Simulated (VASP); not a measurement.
# CdSe (P6/mmm) in VASP: a series of runs

The runs below take CdSe through single point, relaxation of cell and atoms, with PBE.

All numbers are computed with VASP 6.6.1; they aren't measurements. Logs are shortened: lines on timing, memory, paths and dates and some standing lists are left out, and cuts for length are marked.

### 1 The cell of the first run

The structure is hexagonal, space group P6/mmm (No. 191). Conventional cell: a = 2.953 Å, b = 2.953 Å, c = 6.151 Å, α = 90.00°, β = 90.00°, γ = 120.00°. Within 3.9 Å of Cd (site symmetry 6/mmm) lie 6 Cd at 2.95 Å and 2 Se at 3.08 Å. Within 3.9 Å of Se (site symmetry 6/mmm) lie 6 Se at 2.95 Å and 2 Cd at 3.08 Å.

The cell was generated, and may not be a known phase.

### 2 Single point, PBE

Contents of INCAR:

```
SYSTEM = CdSe
PREC = Accurate
ENCUT = 520
EDIFF = 1E-6
ISMEAR = 0
SIGMA = 0.1
LREAL = .FALSE.
LASPH = .TRUE.
NELM = 80
ALGO = Normal
ISIF = 2
LWAVE = .FALSE.
LCHARG = .TRUE.
GGA = PE
LELF = .TRUE.
LVHAR = .TRUE.
NBANDS = 16
```

Contents of KPOINTS:

```
Automatic mesh
0
G
  24 24 10
  0 0 0
```

Contents of POSCAR:

```
CdSe
1.0
    2.9532293744      0.0000000000      0.0000000000
   -1.4766146872      2.5575716614      0.0000000000
    0.0000000000      0.0000000000      6.1509987756
Cd Se
1 1
Direct
    0.0000000000      0.0000000000      0.5000000000
    0.0000000000      0.0000000000      0.0000000000
```

Potentials or basis: VASP PAW PBE potentials, release 64 (Cd, Se).

Launch:

```bash
cat potpaw_PBE.64/Cd/POTCAR potpaw_PBE.64/Se/POTCAR > POTCAR
mpirun -np 1 vasp_std > vasp.out
```

OUTCAR:

```text
SYSTEM = CdSe
   PREC = Accurate
   ENCUT = 520
   EDIFF = 1E-6
   ISMEAR = 0
   LREAL = .FALSE.
   LASPH = .TRUE.
   NELM = 80
   ISIF = 2
   GGA = PE

 ion  position               nearest neighbor table
   1  0.000  0.000  0.500-   2 3.08   2 3.08
   2  0.000  0.000  0.000-   1 3.08   1 3.08

  LATTYP: Found a hexagonal cell.
 ALAT       =     2.9532293744
 C/A-ratio  =     2.0828042782

  Lattice vectors:

 A1 = (   2.9532293744,   0.0000000000,   0.0000000000)
 A2 = (  -1.4766146872,   2.5575716614,   0.0000000000)
 A3 = (   0.0000000000,   0.0000000000,   6.1509987756)

Analysis of symmetry for initial positions (statically):
=====================================================================
 Subroutine PRICEL returns:
 Original cell was already a primitive cell.

 Routine SETGRP: Setting up the symmetry group for a
 hexagonal supercell.

 Subroutine GETGRP returns: Found 24 space group operations
 (whereof 24 operations were pure point group operations)
 out of a pool of 24 trial point group operations.

The static configuration has the point symmetry D_6h.

Analysis of symmetry for dynamics (positions and initial velocities):
=====================================================================
 Subroutine PRICEL returns:
 Original cell was already a primitive cell.

 Routine SETGRP: Setting up the symmetry group for a
 hexagonal supercell.

 Subroutine GETGRP returns: Found 24 space group operations
 (whereof 24 operations were pure point group operations)
 out of a pool of 24 trial point group operations.

The dynamic configuration has the point symmetry D_6h.

 Subroutine INISYM returns: Found 24 space group operations
 (whereof 24 operations are pure point group operations),
 and found     1 'primitive' translations

----------------------------------------------------------------------------------------

                                     Primitive cell

  volume of cell :      46.4591

  direct lattice vectors                    reciprocal lattice vectors
     2.953229374  0.000000000  0.000000000     0.338612371  0.195497943  0.000000000
    -1.476614687  2.557571661  0.000000000     0.000000000  0.390995887  0.000000000
     0.000000000  0.000000000  6.150998776     0.000000000  0.000000000  0.162575223

  length of vectors
     2.953229374  2.953229374  6.150998776     0.390995887  0.390995887  0.162575223

  position of ions in fractional coordinates (direct lattice)
     0.000000000  0.000000000  0.500000000
     0.000000000  0.000000000  0.000000000

  ion indices of the primitive-cell ions
   primitive index   ion index
                 1           1
                 2           2

----------------------------------------------------------------------------------------

 KPOINTS: Automatic mesh

Automatic generation of k-mesh.
 Grid dimensions read from file:
 generate k-points for:   24   24   10

 Generating k-lattice:

  Cartesian coordinates                     Fractional coordinates (reciprocal lattice)
     0.014108849  0.008145748  0.000000000     0.041666667 -0.000000000  0.000000000
     0.000000000  0.016291495  0.000000000     0.000000000  0.041666667  0.000000000
     0.000000000  0.000000000  0.016257522     0.000000000  0.000000000  0.100000000

  Length of vectors
     0.016291495  0.016291495  0.016257522

  Shift w.r.t. Gamma in fractional coordinates (k-lattice)
     0.000000000  0.000000000  0.000000000

 Subroutine IBZKPT returns following result:
 ===========================================

 Found    366 irreducible k-points:

 Following reciprocal coordinates:
            Coordinates               Weight
  0.000000  0.000000  0.000000      1.000000
  0.041667  0.000000  0.000000      6.000000
  0.083333  0.000000  0.000000      6.000000
  0.125000  0.000000  0.000000      6.000000
  0.166667  0.000000  0.000000      6.000000
  0.208333  0.000000  0.000000      6.000000
[... 16 lines left out ...]
  0.416667  0.041667  0.000000     12.000000
  0.458333  0.041667  0.000000     12.000000
 [... further k-points ...]
   k-points           NKPTS =    366   k-points in BZ     NKDIM =    366   number of bands    NBANDS=     16
   number of dos      NEDOS =    301   number of ions     NIONS =      2
   total plane-waves  NPLWV =  27648
   dimension x,y,z NGX =    24 NGY =   24 NGZ =   48
   dimension x,y,z NGXF=    48 NGYF=   48 NGZF=   96
   ions per type =               1   1
   NGX,Y,Z   is equivalent  to a cutoff of  13.51, 13.51, 12.97 a.u.
   NGXF,Y,Z  is equivalent  to a cutoff of  27.02, 27.02, 25.95 a.u.
 SYSTEM =  CdSe
   PREC   = accura    normal or accurate (medium, high low for compatibility)
   ISTART =      0    job   : 0-new  1-cont  2-samecut
   ICHARG =      2    charge: 1-file 2-atom 10-const
   ISPIN  =      1    spin polarized calculation?
   LNONCOLLINEAR =      F non collinear calculations
   LSORBIT =      F    spin-orbit coupling
   LASPH  =      T    aspherical Exc in radial PAW
   ENCUT  =  520.0 eV  38.22 Ry    6.18 a.u.   5.49  5.49 11.44*2*pi/ulx,y,z
   NELM   =     80;   NELMIN=  2; NELMDL= -5     # of ELM steps
   EDIFF  = 0.1E-05   stopping-criterion for ELM
   LREAL  =      F    real-space projection
   EDIFFG = 0.1E-04   stopping-criterion for IOM
   NSW    =      0    number of steps for IOM
   IBRION =     -1    ionic relax: 0-MD 1-quasi-New 2-CG
   NFREE  =      0    steps in history (QN), initial steepest desc. (CG)
   ISIF   =      2    stress and relaxation
   ISYM   =      2    0-nonsym 1-usesym 2-fastsym
   POTIM  = 0.5000    time-step for ionic-motion
   TEBEG  =    0.0;   TEEND  =   0.0 temperature during run
   PSTRESS=    0.0 pullay stress
   NELECT =      18.0000    total number of electrons
   NUPDOWN=      -1.0000    fix difference up-down
   EMIN   =  10.00;   EMAX   =-10.00  energy-range for DOS
   EFERMI =   0.00;   METHOD = LEGACY
   ISMEAR =     0;   SIGMA  =   0.10  broadening in eV -4-tet -1-fermi 0-gaus
   EFERMI_NEDOS =   21; number of points for ismear=-14 and -15
   IALGO  =     38    algorithm
   IMIX   =      4    mixing-type and parameters
     AMIX     =   0.40;   BMIX     =  1.00
     AMIX_MAG =   1.60;   BMIX_MAG =  1.00
  volume/ion in A,a.u.               =      23.23       156.76
  Fermi-wavevector in a.u.,A,eV,Ry     =   1.193463  2.255317 19.379497  1.424353
  Thomas-Fermi vector in A             =   2.329476
   LORBIT       =      0    0 simple, 1 ext, 2 COOP (PROOUT), +10 PAW based schemes
   GGA     = PE    functional components
   LHFCALC =     F    Hartree Fock is set to
   AEXX    =    0.0000 exact exchange contribution
   IVDW    =     0    specifies the selected vdW correction
   LEPSILON=     F    determine dielectric tensor
   LRPA    =     F    only Hartree local field effects (RPA)
 non-spin polarized calculation
 Gauss-broadening in eV      SIGMA  =   0.10
  energy-cutoff  :      520.00
  volume of cell :       46.46
 maximum number of plane-waves:      1283
 NGX is ok and might be reduce to    24
   NGX = 11   NGY = 11   NGZ = 23

 number of electron      18.0000000 magnetization

 Free energy of the ion-electron system (eV)
  ---------------------------------------------------
  ext. energy  EPLUGINS =         0.00000000
  ---------------------------------------------------
  free energy    TOTEN  =        -4.04493411 eV

  energy without entropy =       -4.03901291  energy(sigma->0) =       -4.04197351

 E-fermi :   3.0368     XC(G=0): -10.2027

 val. band max:        3.0325649251   @ k =   0.3333   0.0417   0.5000
 cond. band min:       3.0503381499   @ k =   0.4167   0.1250   0.4000
 fundamental gap:      0.0177732248
 Fermi energy:         3.0368010360

 k-point     1 :       0.0000    0.0000    0.0000
  band No.  band energies     occupation
      1     -11.8729      2.00000
      2      -6.2125      2.00000
      3      -5.6976      2.00000
      4      -5.6976      2.00000
      5      -4.9763      2.00000
      6      -4.9763      2.00000
[... 8 lines left out ...]
     15      16.0969      0.00000
     16      18.5977      0.00000

 k-point     2 :       0.0417    0.0000    0.0000
  band No.  band energies     occupation
      1     -11.8404      2.00000
      2      -6.1914      2.00000
      3      -5.7050      2.00000
      4      -5.6809      2.00000
      5      -4.9947      2.00000
      6      -4.9791      2.00000
[... 8 lines left out ...]
     15      16.2255      0.00000
     16      18.7725      0.00000

 k-point     3 :       0.0833    0.0000    0.0000
  band No.  band energies     occupation
      1     -11.7433      2.00000
      2      -6.1334      2.00000
      3      -5.7234      2.00000
      4      -5.6318      2.00000
      5      -5.0470      2.00000
      6      -4.9873      2.00000
[... 8 lines left out ...]
     15      16.5962      0.00000
     16      17.9678      0.00000

 k-point     4 :       0.1250    0.0000    0.0000
  band No.  band energies     occupation
      1     -11.5830      2.00000
      2      -6.0600      2.00000
      3      -5.7363      2.00000
      4      -5.5527      2.00000
      5      -5.1263      2.00000
      6      -5.0004      2.00000
[... 8 lines left out ...]
     15      16.6653      0.00000
     16      17.1563      0.00000
[... 324 lines left out ...]
 k-point    22 :       0.3750    0.0417    0.0000
  band No.  band energies     occupation
      1      -9.4090      2.00000
      2      -6.3226      2.00000
      3      -5.7225      2.00000
      4      -5.1309      2.00000
      5      -5.0603      2.00000
      6      -4.7533      2.00000
[... 8 lines left out ...]
     15      14.2849      0.00000
     16      15.3639      0.00000

 k-point    23 :       0.4167    0.0417    0.0000
  band No.  band energies     occupation
      1      -9.1053      2.00000
      2      -6.3620      2.00000
      3      -5.7655      2.00000
      4      -5.1419      2.00000
      5      -4.9864      2.00000
      6      -4.6851      2.00000
[... 8 lines left out ...]
     15      14.0507      0.00000
     16      15.9693      0.00000

 k-point    24 :       0.4583    0.0417    0.0000
  band No.  band energies     occupation
      1      -8.9302      2.00000
      2      -6.3824      2.00000
      3      -5.7874      2.00000
      4      -5.1476      2.00000
      5      -4.9455      2.00000
      6      -4.6498      2.00000
[... 8 lines left out ...]
     15      13.9279      0.00000
     16      16.4271      0.00000

 [... further k-points ...]

------------------------ aborting loop because EDIFF is reached ----------------------------------------

  FORCE on cell =-STRESS in cart. coord.  units (eV):
  Direction    XX          YY          ZZ          XY          YZ          ZX
  --------------------------------------------------------------------------------------
  -------------------------------------------------------------------------------------
  Total        0.0546716      0.0546716      0.0460087      0.0000000      0.0000000      0.0000000
  in kB        1.8853915      1.8853915      1.5866441      0.0000000      0.0000000      0.0000000
  external PRESSURE =       1.7858090 kB  Pullay stress =       0.0000000 kB

 VOLUME and BASIS-vectors are now :
 -----------------------------------------------------------------------------
  energy-cutoff  :      520.00
  volume of cell :       46.46
      direct lattice vectors                 reciprocal lattice vectors
     2.953229374  0.000000000  0.000000000     0.338612371  0.195497943  0.000000000
    -1.476614687  2.557571661  0.000000000     0.000000000  0.390995887  0.000000000
     0.000000000  0.000000000  6.150998776     0.000000000  0.000000000  0.162575223

 POSITION                                       TOTAL-FORCE (eV/Angst)
 -----------------------------------------------------------------------------------
      0.00000      0.00000      3.07550        -0.000000      0.000000      0.000000
      0.00000      0.00000      0.00000         0.000000      0.000000      0.000000
 -----------------------------------------------------------------------------------
    total drift:                                0.000000      0.000000      0.000000

  FREE ENERGIE OF THE ION-ELECTRON SYSTEM (eV)
  ---------------------------------------------------
  free  energy   TOTEN  =        -4.0449341070 eV

  energy  without entropy=       -4.0390129057  energy(sigma->0) =       -4.04197351
```

Wall time 6.6 min (1 thread of Intel Xeon 8259CL, shared host); peak memory 0.37 GiB.

Results:

```
Free energy            : -4.0449 eV
Pressure               : 0.2 GPa
Band gap on the k mesh : zero (bands 9 and 10 overlap by 4.73 eV)
```

### 3 Relaxation of cell and atoms, PBE

This run uses another cell than the first one, of 23.29 Å³/atom.

Contents of INCAR:

```
PREC = Accurate
ENCUT = 600
EDIFF = 1E-6
ISMEAR = 0
SIGMA = 0.1
LREAL = F
LASPH = T
NELM = 60
ALGO = Normal
ISIF = 3
LWAVE = F
LCHARG = F
GGA = PE
IBRION = 2
NSW = 100
EDIFFG = -0.01
```

Contents of KPOINTS:

```
Automatic mesh
0
Gamma
  24 24 10
```

Contents of POSCAR:

```
CdSe
1.0
    2.9167843460      0.0000000000      0.0000000000
   -1.4583921730      2.5260093410      0.0000000000
    0.0000000000      0.0000000000      6.3213350143
Cd Se
1 1
Direct
    0.0000000000      0.0000000000      0.5000000000
    0.0000000000      0.0000000000      0.0000000000
```

Potentials or basis: VASP PAW PBE potentials, release 64 (Cd, Se).

Launch:

```bash
cat potpaw_PBE.64/Cd/POTCAR potpaw_PBE.64/Se/POTCAR > POTCAR
mpirun -np 1 vasp_std > vasp.out
```

It took 19 min on 1 thread of Intel Xeon 8259CL, shared host; peak memory 0.42 GiB.

It converged, with:

```
Free energy                           : -4.0447 eV
Relaxed volume                        : 23.31 Å³/atom
Relaxed cell                          : a = 2.957 Å, b = 2.957 Å, c = 6.158 Å, α = 90.00°, β = 90.00°, γ = 120.00°
Space group after relaxing (to 0.1 Å) : P6/mmm (No. 191)
Energy gained by relaxing             : 6.0 meV/atom
Ionic steps                           : 5
Pressure after relaxing               : 0.0 GPa
Band gap on the k mesh                : zero (bands 9 and 10 overlap by 4.71 eV)
```

The path:
| step | energy change (eV) | largest force (eV/Å) | pressure (GPa) | volume (Å³) |
| --- | --- | --- | --- | --- |
| 1 | 0.0000 | 0.0000 | 0.75 | 46.57 |
| 2 | -0.0091 | 0.0000 | -0.50 | 47.31 |
| 3 | -0.0092 | 0.0000 | -0.66 | 47.41 |
| 4 | -0.0116 | 0.0000 | -0.26 | 46.88 |
| 5 | -0.0119 | 0.0000 | -0.01 | 46.61 |

Final structure:
```
Cd Se
1.0
     2.95653    0.00000    0.00000
    -1.47827    2.56043    0.00000
     0.00000    0.00000    6.15755
Cd Se
1 1
Direct
  0.00000 0.00000 0.50000
  0.00000 0.00000 0.00000
```

Levels at points of the mesh, in eV from the Fermi level:
```tsv
k point	band 7	band 8	band 9	band 10	band 11	band 12
(0.00, 0.00, 0.00)	-5.73	-4.87	3.37	3.37	4.42	9.37
(0.50, 0.00, 0.00)	-5.79	-1.75	-0.02	0.96	1.19	4.96
(0.00, 0.00, 0.50)	-7.11	-1.59	0.66	3.38	3.38	11.03
(0.50, 0.00, 0.50)	-5.65	-1.94	-0.54	1.00	3.07	5.65
```
